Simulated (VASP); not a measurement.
A run of VASP 6.6.1 is set up as follows.

File INCAR:

```
PREC     = Accurate       # precision mode
ENCUT    = 520            # plane-wave cutoff, eV
EDIFF    = 1E-6           # SCF threshold, eV
ISMEAR   = 0              # smearing method
SIGMA    = 0.05           # smearing width, eV
LREAL    = F              # projectors in reciprocal space
LASPH    = T              # aspherical terms in the spheres
NELM     = 80             # most SCF steps
ALGO     = Normal         # electronic algorithm
ISIF     = 2              # what is computed and relaxed
LWAVE    = F              # write WAVECAR
LCHARG   = F              # write CHGCAR
GGA      = PE             # functional
NBANDS   = 54             # bands
```

Contents of KPOINTS:

```
Automatic mesh
0
Gamma
  8 8 8
```

POSCAR

```
FeGe
1.0
    4.6626167188      0.0000000000      0.0000000000
    0.0000000000      4.6626167188      0.0000000000
    0.0000000000      0.0000000000      4.6626167188
Fe Ge
4 4
Direct
    0.1349101329      0.1349101329      0.1349101329
    0.3650898671      0.8650898671      0.6349101329
    0.6349101329      0.3650898671      0.8650898671
    0.8650898671      0.6349101329      0.3650898671
    0.8417623853      0.8417623853      0.8417623853
    0.6582376147      0.1582376147      0.3417623853
    0.3417623853      0.6582376147      0.1582376147
    0.1582376147      0.3417623853      0.6582376147
```

Potentials or basis: VASP PAW PBE potentials, release 64 (Fe, Ge_d).

Run with:

```sh
$ cat potpaw_PBE.64/Fe/POTCAR potpaw_PBE.64/Ge_d/POTCAR > POTCAR
$ mpirun -np 1 vasp_std > vasp.out
```

Problem. Estimate the pressure.

Solution. -2.9 GPa.

Problem. Predict the largest force.

Solution. 0.374 eV/Å.

Problem. Predict the band gap on the k mesh.

Solution. 0.09 eV (least direct gap 0.11 eV).

Forces in eV/Å, atoms in the order of the input:
```
Fe  -0.066 -0.066 -0.066
Fe   0.066  0.066 -0.066
Fe  -0.066  0.066  0.066
Fe   0.066 -0.066  0.066
Ge  -0.216 -0.216 -0.216
Ge   0.216  0.216 -0.216
Ge  -0.216  0.216  0.216
Ge   0.216 -0.216  0.216
```

A k mesh can miss the band edges. Spin polarisation is off, so any magnetic state and its effect on volume and gap are missing.
